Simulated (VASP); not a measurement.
Set up this calculation in VASP 6.6.1, as the native input.

```
Task                   : single point
Functional             : PBE
Potentials or basis    : VASP PAW PBE potentials, release 64 (Mn_pv, O)
Cutoff                 : 600 eV
k mesh                 : 4 × 4 × 4
Occupations            : fermi-dirac, width 0.1 eV
Spin                   : collinear spin, ferrimagnetic start
Starting moments       : [0.97, -0.02] μB
Hubbard terms          : Mn d U = 6.0 eV
Dipole correction      : no
Further INCAR settings : ALGO = Normal; EDIFF = 1e-06; NBANDS = 20
```

The structure of MnO lies in POSCAR:

```
MnO
1.0
    0.0000000000      2.2447250000      2.2447250000
    2.2447250000      0.0000000000      2.2447250000
    2.2447250000      2.2447250000      0.0000000000
Mn O
1 1
Direct
    0.0000000000      0.0000000000      0.0000000000
    0.5000000000      0.5000000000      0.5000000000
```

These files were run (other wordings do the same):

INCAR

```
  ALGO = Normal
  EDIFF = 1E-6
  ENCUT = 600
  GGA = PE
  GGA_COMPAT = False
  ISIF = 2
  ISMEAR = -1
  ISPIN = 2
  LASPH = True
  LCHARG = True
  LDAU = True
  LDAUJ = 0 0
  LDAUL = 2 -1
  LDAUPRINT = 1
  LDAUTYPE = 2
  LDAUU = 6 0
  LELF = True
  LMAXMIX = 4
  LORBIT = 11
  LREAL = False
  LVHAR = True
  LWAVE = False
  MAGMOM = 0.97 -0.02
  NBANDS = 20
  NELM = 200
  PREC = Accurate
  SIGMA = 0.1
```

KPOINTS

```
k-points
0
Gamma
  4 4 4
```

Potentials or basis: VASP PAW PBE potentials, release 64 (Mn_pv, O).

Command:

```console
$ cat potpaw_PBE.64/Mn_pv/POTCAR potpaw_PBE.64/O/POTCAR > POTCAR
$ mpirun -np 1 vasp_std > vasp.out
```

Results of the run:

The pressure is 3.8 GPa, the band gap on the k mesh is 0.55 eV, indirect (least direct gap 2.47 eV) and the net moment is 5.00 μB per cell. The site moments are Mn +4.68; O +0.11 μB. The valence electrons inside the program's atomic spheres are Mn 11.32; O 5.00.

Caveat: the k points lie up to 0.61 Å⁻¹ apart; a cell with one magnetic atom can't hold antiferromagnetic order, which such compounds often take.

Wall time 8.9 s on 1 thread of Intel(R) Xeon(R) 6975P-C (Granite Rapids), on a shared host, peak memory 0.17 GiB.
